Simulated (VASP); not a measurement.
Al4B3Sb, 8 atoms in the cell. The typed cell holds 8 atoms: a = 3.908 Å, b = 5.703 Å, c = 6.254 Å, α = 109.74°, β = 106.22°, γ = 101.49°. 

* Program: VASP 6.6.1
* Task: single point
* Functional: PBE
* Potentials or basis: VASP PAW PBE potentials, release 64 (Al, B, Sb)
* Cutoff: 520 eV
* k mesh: 6 × 4 × 4
* Occupations: gaussian, width 0.2 eV
* Spin: no spin polarisation
* Dipole correction: no
* Further INCAR settings: ALGO = Normal; EDIFF = 1e-06; NBANDS = 23

Potentials or basis: VASP PAW PBE potentials, release 64 (Al, B, Sb).

The run is started by

```bash
$ cat potpaw_PBE.64/Al/POTCAR potpaw_PBE.64/B/POTCAR potpaw_PBE.64/Sb/POTCAR > POTCAR
$ mpirun -np 1 vasp_std > vasp.out
```

Hardware: 1 thread of Intel Xeon 8259CL (shared host).

Question: Estimate the wall time of this run.

Answer: Wall time 3.3 min on 1 thread of Intel Xeon 8259CL (shared host), peak memory 0.32 GiB. Counts: scf iterations 14, k points 52.
